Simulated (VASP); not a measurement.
# Al (P6_3/mmc) in VASP: a series of runs, part 2 of 3

VASP 6.6.1. Earlier steps stand in the parts before.

## (3) Density of states, PBEsol (volume scaled by 0.9)

The input, POSCAR:

```
Al
1.0
    2.7496754636      0.0000000000      0.0000000000
   -1.3748377318      2.3812888036      0.0000000000
    0.0000000000      0.0000000000      4.4834101720
Al
2
Direct
    0.3333333333      0.6666666667      0.2500000000
    0.6666666667      0.3333333333      0.7500000000
```

The input, INCAR.step1:

```
ALGO = Normal
EDIFF = 1E-6
ENCUT = 520
GGA = PS
ISIF = 2
ISMEAR = -1
LASPH = True
LCHARG = True
LREAL = False
LWAVE = False
NBANDS = 10
NELM = 100
PREC = Accurate
SIGMA = 0.05
```

The input, KPOINTS.step1:

```
k-points
0
Gamma
  17 17 9
```

The input, INCAR.step2:

```
ALGO = Normal
EDIFF = 1E-6
ENCUT = 520
GGA = PS
ICHARG = 11
ISIF = 2
ISMEAR = -5
LASPH = True
LCHARG = False
LORBIT = 10
LREAL = False
LWAVE = False
NEDOS = 2001
NELM = 100
PREC = Accurate
SIGMA = 0.05
```

The input, KPOINTS.step2:

```
k-points
0
Gamma
  26 26 14
```

Potentials or basis: VASP PAW PBE potentials, release 64 (Al).

The run is started by

```
cat potpaw_PBE.64/Al/POTCAR > POTCAR
cp INCAR.step1 INCAR
cp KPOINTS.step1 KPOINTS
mpirun -np 1 vasp_std > vasp.out
cp INCAR.step2 INCAR
cp KPOINTS.step2 KPOINTS
mpirun -np 1 vasp_std > vasp.out
```

OUTCAR:

```text
EDIFF = 1E-6
   ENCUT = 520
   GGA = PS
   ICHARG = 11
   ISIF = 2
   ISMEAR = -5
   LASPH = True
   LORBIT = 10
   LREAL = False
   NELM = 100
   PREC = Accurate

 ion  position               nearest neighbor table
   1  0.333  0.667  0.250-   2 2.75   2 2.75   2 2.75   2 2.75   2 2.75   2 2.75
   2  0.667  0.333  0.750-   1 2.75   1 2.75   1 2.75   1 2.75   1 2.75   1 2.75

  LATTYP: Found a hexagonal cell.
 ALAT       =     2.7496754636
 C/A-ratio  =     1.6305233950

  Lattice vectors:

 A1 = (   2.7496754636,   0.0000000000,   0.0000000000)
 A2 = (  -1.3748377318,   2.3812888036,   0.0000000000)
 A3 = (   0.0000000000,   0.0000000000,   4.4834101720)

Analysis of symmetry for initial positions (statically):
=====================================================================
 Subroutine PRICEL returns:
 Original cell was already a primitive cell.

 Routine SETGRP: Setting up the symmetry group for a
 hexagonal supercell.

 Subroutine GETGRP returns: Found 24 space group operations
 (whereof 12 operations were pure point group operations)
 out of a pool of 24 trial point group operations.

The static configuration has the point symmetry D_3d.
 The point group associated with its full space group is D_6h.

Analysis of symmetry for dynamics (positions and initial velocities):
=====================================================================
 Subroutine PRICEL returns:
 Original cell was already a primitive cell.

 Routine SETGRP: Setting up the symmetry group for a
 hexagonal supercell.

 Subroutine GETGRP returns: Found 24 space group operations
 (whereof 12 operations were pure point group operations)
 out of a pool of 24 trial point group operations.

The dynamic configuration has the point symmetry D_3d.
 The point group associated with its full space group is D_6h.

 Subroutine INISYM returns: Found 24 space group operations
 (whereof 12 operations are pure point group operations),
 and found     1 'primitive' translations

----------------------------------------------------------------------------------------

                                     Primitive cell

  volume of cell :      29.3563

  direct lattice vectors                    reciprocal lattice vectors
     2.749675464  0.000000000  0.000000000     0.363679283  0.209970332  0.000000000
    -1.374837732  2.381288804  0.000000000     0.000000000  0.419940663  0.000000000
     0.000000000  0.000000000  4.483410172     0.000000000  0.000000000  0.223044504

  length of vectors
     2.749675464  2.749675464  4.483410172     0.419940663  0.419940663  0.223044504

  position of ions in fractional coordinates (direct lattice)
     0.333333333  0.666666667  0.250000000
     0.666666667  0.333333333  0.750000000

  ion indices of the primitive-cell ions
   primitive index   ion index
                 1           1
                 2           2

----------------------------------------------------------------------------------------

 KPOINTS: k-points

Automatic generation of k-mesh.
 Grid dimensions read from file:
 generate k-points for:   26   26   14

 Generating k-lattice:

  Cartesian coordinates                     Fractional coordinates (reciprocal lattice)
     0.013987665  0.008075782  0.000000000     0.038461538  0.000000000  0.000000000
     0.000000000  0.016151564  0.000000000     0.000000000  0.038461538  0.000000000
     0.000000000  0.000000000  0.015931750     0.000000000  0.000000000  0.071428571

  Length of vectors
     0.016151564  0.016151564  0.015931750

  Shift w.r.t. Gamma in fractional coordinates (k-lattice)
     0.000000000  0.000000000  0.000000000

 TETIRR: Found   9646 inequivalent tetrahedra from    56784

 Subroutine IBZKPT returns following result:
 ===========================================

 Found    560 irreducible k-points:

 Following reciprocal coordinates:
            Coordinates               Weight
  0.000000  0.000000  0.000000      1.000000
  0.038462  0.000000  0.000000      6.000000
  0.076923  0.000000  0.000000      6.000000
  0.115385 -0.000000  0.000000      6.000000
  0.153846  0.000000  0.000000      6.000000
  0.192308  0.000000  0.000000      6.000000
[... 16 lines left out ...]
  0.346154  0.038462  0.000000     12.000000
  0.384615  0.038462  0.000000     12.000000
 [... further k-points ...]
   k-points           NKPTS =    560   k-points in BZ     NKDIM =    560   number of bands    NBANDS=      7
   number of dos      NEDOS =   2001   number of ions     NIONS =      2
   total plane-waves  NPLWV =  14400
   dimension x,y,z NGX =    20 NGY =   20 NGZ =   36
   dimension x,y,z NGXF=    40 NGYF=   40 NGZF=   72
   ions per type =               2
   NGX,Y,Z   is equivalent  to a cutoff of  12.09, 12.09, 13.35 a.u.
   NGXF,Y,Z  is equivalent  to a cutoff of  24.18, 24.18, 26.70 a.u.
 SYSTEM =  unknown system
   PREC   = accura    normal or accurate (medium, high low for compatibility)
   ISTART =      0    job   : 0-new  1-cont  2-samecut
   ICHARG =     11    charge: 1-file 2-atom 10-const
   ISPIN  =      1    spin polarized calculation?
   LNONCOLLINEAR =      F non collinear calculations
   LSORBIT =      F    spin-orbit coupling
   LASPH  =      T    aspherical Exc in radial PAW
   ENCUT  =  520.0 eV  38.22 Ry    6.18 a.u.   5.11  5.11  8.34*2*pi/ulx,y,z
   NELM   =    100;   NELMIN=  2; NELMDL=  0     # of ELM steps
   EDIFF  = 0.1E-05   stopping-criterion for ELM
   LREAL  =      F    real-space projection
[... 7 lines left out ...]
   TEBEG  =    0.0;   TEEND  =   0.0 temperature during run
   PSTRESS=    0.0 pullay stress
   NELECT =       6.0000    total number of electrons
   NUPDOWN=      -1.0000    fix difference up-down
   EMIN   =  10.00;   EMAX   =-10.00  energy-range for DOS
   EFERMI =   0.00;   METHOD = LEGACY
   ISMEAR =    -5;   SIGMA  =   0.05  broadening in eV -4-tet -1-fermi 0-gaus
   EFERMI_NEDOS =   21; number of points for ismear=-14 and -15
   IALGO  =     38    algorithm
   IMIX   =      4    mixing-type and parameters
     AMIX     =   0.40;   BMIX     =  1.00
     AMIX_MAG =   1.60;   BMIX_MAG =  1.00
  volume/ion in A,a.u.               =      14.68        99.05
  Fermi-wavevector in a.u.,A,eV,Ry     =   0.964328  1.822315 12.652434  0.929928
  Thomas-Fermi vector in A             =   2.093949
   LORBIT       =     10    0 simple, 1 ext, 2 COOP (PROOUT), +10 PAW based schemes
   GGA     = PS    functional components
   LHFCALC =     F    Hartree Fock is set to
   AEXX    =    0.0000 exact exchange contribution
   IVDW    =     0    specifies the selected vdW correction
   LEPSILON=     F    determine dielectric tensor
   LRPA    =     F    only Hartree local field effects (RPA)
 non-spin polarized calculation
 Fermi weights with tetrahedron method with Bloechl corrections
  energy-cutoff  :      520.00
  volume of cell :       29.36
 maximum number of plane-waves:       803

 number of electron       6.0000000 magnetization

 Free energy of the ion-electron system (eV)
  ---------------------------------------------------
  ext. energy  EPLUGINS =         0.00000000
  ---------------------------------------------------
  free energy    TOTEN  =        -8.01890845 eV

  energy without entropy =       -8.01890845  energy(sigma->0) =       -8.01890845

 E-fermi :   9.2419     XC(G=0): -10.6926

 val. band max:        9.3997036334   @ k =   0.5000   0.0000   0.0714
 cond. band min:       9.1098316053   @ k =   0.3077   0.3077   0.4286
 fundamental gap:     -0.2898720281
 Fermi energy:         9.2419381410

 k-point     1 :       0.0000    0.0000    0.0000
  band No.  band energies     occupation
      1      -2.7417      2.00000
      2       4.1664      2.00000
      3       4.6956      2.00000
      4      20.7504      0.00000
      5      20.7504      0.00000
      6      20.8230      0.00000
      7      20.8230      0.00000
[... 221 lines left out ...]
 k-point    24 :       0.3846    0.0385    0.0000
  band No.  band energies     occupation
      1       1.4654      2.00000
      2       6.1051      2.00000
      3       8.0938      2.00000
      4       9.0319      1.24949
      5      12.7894      0.00000
      6      13.1505      0.00000
      7      15.1410      0.00000

 [... further k-points ...]
[... 5 lines left out ...]
  --------------------------------------------------------------------------------------
  -------------------------------------------------------------------------------------
  Total        1.8462518      1.8462518      2.0284962      0.0000000      0.0000000      0.0000000
  in kB      100.7626400    100.7626400    110.7089694      0.0000000      0.0000000      0.0000000
  external PRESSURE =     104.0780831 kB  Pullay stress =       0.0000000 kB

 VOLUME and BASIS-vectors are now :
 -----------------------------------------------------------------------------
  energy-cutoff  :      520.00
  volume of cell :       29.36
      direct lattice vectors                 reciprocal lattice vectors
     2.749675464  0.000000000  0.000000000     0.363679283  0.209970332  0.000000000
    -1.374837732  2.381288804  0.000000000     0.000000000  0.419940663  0.000000000
     0.000000000  0.000000000  4.483410172     0.000000000  0.000000000  0.223044504

 POSITION                                       TOTAL-FORCE (eV/Angst)
 -----------------------------------------------------------------------------------
     -0.00000      1.58753      1.12085         0.000000     -0.000000      0.000000
      1.37484      0.79376      3.36256        -0.000000      0.000000      0.000000
 -----------------------------------------------------------------------------------
    total drift:                                0.000000     -0.000000      0.000000

  FREE ENERGIE OF THE ION-ELECTRON SYSTEM (eV)
  ---------------------------------------------------
  free  energy   TOTEN  =        -8.0189084483 eV

  energy  without entropy=       -8.0189084483  energy(sigma->0) =       -8.01890845

 total charge

# of ion       s       p       d       tot
------------------------------------------
    1        0.433   0.378   0.000   0.811
    2        0.433   0.378   0.000   0.811
--------------------------------------------------
tot          0.865   0.757   0.000   1.622
```

OUTCAR.step1:

```text
EDIFF = 1E-6
   ENCUT = 520
   GGA = PS
   ISIF = 2
   ISMEAR = -1
[... 535 lines left out ...]
 -----------------------------------------------------------------------------------
     -0.00000      1.58753      1.12085         0.000000      0.000000      0.000000
      1.37484      0.79376      3.36256        -0.000000      0.000000      0.000000
 -----------------------------------------------------------------------------------
    total drift:                                0.000000     -0.000000      0.000000

  FREE ENERGIE OF THE ION-ELECTRON SYSTEM (eV)
  ---------------------------------------------------
  free  energy   TOTEN  =        -8.0257028821 eV

  energy  without entropy=       -8.0205163491  energy(sigma->0) =       -8.02310962
```

Run time: 89 s. Hardware: 1 thread of AMD EPYC 7R13 (Zen 3), shared host; peak memory 0.19 GiB.

What came out:

```
Valence electrons inside the program's atomic spheres : Al 0.81
```

Caveat: the cell differs from its parent crystal (volume scaled by 0.9); the PAW data sets were made with another functional, which shifts forces and pressure a little; tetrahedron occupations give inexact forces and stress in metals.

## (4) Density of states, PBEsol

This run uses another cell than the first one, of 16.31 Å³/atom, 2.500 times its volume.

The input, POSCAR:

```
Al
1.0
    2.8501254428      0.0000000000      0.0000000000
   -1.4250627214      2.4682810374      0.0000000000
    0.0000000000      0.0000000000      4.6366134412
Al
2
Direct
    0.3333333333      0.6666666667      0.2500000000
    0.6666666667      0.3333333333      0.7500000000
```

The input, INCAR.step1:

```
PREC     = Accurate       # precision mode
ENCUT    = 520            # plane-wave cutoff, eV
EDIFF    = 1E-7           # SCF threshold, eV
ISMEAR   = -1             # smearing method
SIGMA    = 0.05           # smearing width, eV
LREAL    = False          # projectors in reciprocal space
LASPH    = True           # aspherical terms in the spheres
NELM     = 100            # most SCF steps
ALGO     = Normal         # electronic algorithm
ISIF     = 2              # what is computed and relaxed
LWAVE    = False          # write WAVECAR
LCHARG   = True           # write CHGCAR
GGA      = PS             # functional
NBANDS   = 10             # bands
```

The input, KPOINTS.step1:

```
regular mesh
0
Gamma
  17 17 9
```

The input, INCAR.step2:

```
PREC     = Accurate       # precision mode
ENCUT    = 520            # plane-wave cutoff, eV
EDIFF    = 1E-7           # SCF threshold, eV
ISMEAR   = -5             # smearing method
SIGMA    = 0.05           # smearing width, eV
LREAL    = False          # projectors in reciprocal space
LASPH    = True           # aspherical terms in the spheres
NELM     = 100            # most SCF steps
ALGO     = Normal         # electronic algorithm
ISIF     = 2              # what is computed and relaxed
LWAVE    = False          # write WAVECAR
LCHARG   = False          # write CHGCAR
GGA      = PS             # functional
LORBIT   = 11             # projections on sites
NBANDS   = 10             # bands
NEDOS    = 1001           # points of the DOS
ICHARG   = 11             # starting density
```

The input, KPOINTS.step2:

```
regular mesh
0
Gamma
  26 26 14
```

The run is started by

```
cat potpaw_PBE.64/Al/POTCAR > POTCAR
cp INCAR.step1 INCAR
cp KPOINTS.step1 KPOINTS
mpirun -np 1 vasp_std > vasp.out
cp INCAR.step2 INCAR
cp KPOINTS.step2 KPOINTS
mpirun -np 1 vasp_std > vasp.out
```

Wall time 2.2 min (1 thread of AMD EPYC 7R13 (Zen 3), shared host); peak memory 0.23 GiB.

Results (log left out):

- Valence electrons inside the program's atomic spheres: Al 0.77

Levels at points of the mesh, in eV from the Fermi level:
| k point | band 1 | band 2 | band 3 | band 4 | band 5 | band 6 |
| --- | --- | --- | --- | --- | --- | --- |
| (0.00, 0.00, 0.00) | -11.22 | -4.63 | -4.36 | 10.58 | 10.58 | 10.97 |
| (0.50, 0.00, 0.00) | -5.38 | -5.20 | 0.60 | 1.18 | 1.47 | 1.81 |
| (0.00, 0.00, 0.50) | -9.51 | -9.51 | 3.52 | 3.52 | 11.81 | 11.81 |
| (0.50, 0.00, 0.50) | -3.97 | -3.97 | -3.25 | -3.25 | 7.05 | 7.05 |

Caveat: the PAW data sets were made with another functional, which shifts forces and pressure a little; tetrahedron occupations give inexact forces and stress in metals.

(Part 2 of 3 ends here.)
